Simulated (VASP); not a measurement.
Write the native input for VASP 6.6.1 that does the following.

```yaml
Task: single point
Functional: PBE
Potentials_or_basis: VASP PAW PBE potentials, release 64 (Cs_sv, Sn_d, Br)
Cutoff: 500 eV
k_mesh: 4 × 4 × 4
Occupations: gaussian, width 0.01 eV
Spin: no spin polarisation
Dipole_correction: no
Further_INCAR_settings: ALGO = Normal; EDIFF = 1e-06; NBANDS = 30
```

The structure of CsSnBr3 lies in POSCAR:

```
CsSnBr3
1.0
    5.8411490944      0.0000000000      0.0000000000
    0.0000000000      5.8411490944      0.0000000000
    0.0000000000      0.0000000000      5.8411490944
Cs Sn Br
1 1 3
Direct
    0.0000000000      0.0000000000      0.0000000000
    0.5000000000      0.5000000000      0.5000000000
    0.5000000000      0.5000000000      0.0000000000
    0.5000000000      0.0000000000      0.5000000000
    0.0000000000      0.5000000000      0.5000000000
```

The input as run:

INCAR

```
PREC     = Accurate       # precision mode
ENCUT    = 500            # plane-wave cutoff, eV
EDIFF    = 1E-6           # SCF threshold, eV
ISMEAR   = 0              # smearing method
SIGMA    = 0.01           # smearing width, eV
LREAL    = F              # projectors in reciprocal space
LASPH    = T              # aspherical terms in the spheres
NELM     = 120            # most SCF steps
ALGO     = Normal         # electronic algorithm
ISIF     = 2              # what is computed and relaxed
LWAVE    = F              # write WAVECAR
LCHARG   = F              # write CHGCAR
GGA      = PE             # functional
NBANDS   = 30             # bands
GGA_COMPAT= F
```

KPOINTS

```
Automatic mesh
0
Gamma
  4 4 4
```

Potentials or basis: VASP PAW PBE potentials, release 64 (Cs_sv, Sn_d, Br).

Launch:

```sh
$ cat potpaw_PBE.64/Cs_sv/POTCAR potpaw_PBE.64/Sn_d/POTCAR potpaw_PBE.64/Br/POTCAR > POTCAR
$ mpirun -np 1 vasp_std > vasp.out
```

It gave:

```json
{
 "Pressure": "0.7 GPa",
 "Band gap on the k mesh": "0.50 eV"
}
```

Caveat: semilocal functionals underestimate gaps, and a narrow one can read as zero; spin-orbit coupling is left out, which moves the levels of the heavy elements.

It took 100 s on 1 thread of Intel Xeon 8259CL, on a shared host, peak memory 0.34 GiB.
